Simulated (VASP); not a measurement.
A run of VASP 6.6.1 is set up as follows.

INCAR

```
SYSTEM = SnO
PREC     = Accurate       ! precision mode
ENCUT    = 520            ! plane-wave cutoff, eV
EDIFF    = 1E-6           ! SCF threshold, eV
ISMEAR   = 0              ! smearing method
SIGMA    = 0.05           ! smearing width, eV
LREAL    = .False.        ! projectors in reciprocal space
LASPH    = .True.         ! aspherical terms in the spheres
NELM     = 80             ! most SCF steps
ALGO     = Normal         ! electronic algorithm
ISIF     = 2              ! what is computed and relaxed
LWAVE    = .False.        ! write WAVECAR
LCHARG   = .True.         ! write CHGCAR
LDIPOL   = .True.       
IDIPOL   = 3            
DIPOL    = 0.5 0.5 0.404
GGA      = PE             ! functional
IVDW     = 12             ! dispersion correction
LELF     = .True.         ! ELF
LVHAR    = .True.       
LVACPOTAV= .True.       
NBANDS   = 50             ! bands
```

The input KPOINTS:

```
regular mesh
0
Gamma
  7 7 1
  0 0 0
```

POSCAR

```
SnO
1.0
    3.8205591572     -0.0000144285      0.0000000000
    0.0000145032      3.8205591572      0.0000000000
    0.0000000000      0.0000000000     22.2281056610
Sn O
4 4
Direct
    0.7499972356      0.2500027644      0.2024464014
    0.2499972356      0.7500027644      0.3088006209
    0.3749972356      1.2500027644      0.5000000000
    0.8749972356      0.7500027644      0.6063542196
    0.2499972356      0.2500027644      0.2556235111
    0.7499972356      0.7500027644      0.2556235111
    0.8749972356      1.2500027644      0.5531771098
    0.3749972356      0.7500027644      0.5531771098
```

Potentials or basis: VASP PAW PBE potentials, release 64 (Sn_d, O).

Launch:

```console
$ cat potpaw_PBE.64/Sn_d/POTCAR potpaw_PBE.64/O/POTCAR > POTCAR
$ mpirun -np 1 vasp_std > vasp.out
```

Problem. Predict the band gap on the k mesh.

Solution. 2.55 eV (least direct gap 2.58 eV).

Problem. What does it give for the dispersion energy per atom?

Solution. -0.154 eV.

Problem. Estimate the largest force.

Solution. 0.138 eV/Å.

Forces on the atoms (eV/Å):
```
Sn  -0.002  0.000 -0.070
Sn  -0.006  0.000  0.138
Sn   0.006  0.000 -0.138
Sn   0.002  0.000  0.070
O    0.003  0.000  0.008
O   -0.010  0.000  0.008
O    0.010  0.000 -0.008
O   -0.003  0.000 -0.008
```

Caveat: the cell differs from its parent crystal (layers slid over each other); spin-orbit coupling is left out, which moves the levels of the heavy elements.
